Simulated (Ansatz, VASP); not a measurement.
Two plane-wave programs on ZnS

```
Zn S
1.0
     5.40930    0.00000    0.00000
     0.00000   -5.40930    0.00000
     0.00000    0.00000   -5.40930
Zn S
4 4
Direct
  0.00000 0.50000 0.50000
  0.50000 0.00000 0.50000
  0.50000 0.50000 0.00000
  0.00000 0.00000 0.00000
  0.75000 0.75000 0.75000
  0.25000 0.25000 0.75000
  0.25000 0.75000 0.25000
  0.75000 0.25000 0.25000
```

Alike in both runs: task single point; functional r2SCAN; k mesh 4 × 4 × 4; occupations gaussian, width 0.05 eV; no spin polarisation.

```csv
,VASP,Ansatz
version,VASP 6.6.1,Ansatz 0.2.0
potentials or method,"VASP PAW PBE potentials, release 64 (Zn, S), cutoff 520 eV","scalar-relativistic, plane waves, PAW"
valence electrons in the cell,72,72
```

```csv
,VASP,Ansatz,Ansatz less VASP
gap on the k mesh at the Fermi level (eV),2.66,2.65,-0.010
least direct gap on the mesh (eV),2.66,2.65,-0.010
pressure (GPa),-0.8,-0.9,-0.09
```

VASP's potentials were made for PBE, not for r2SCAN.
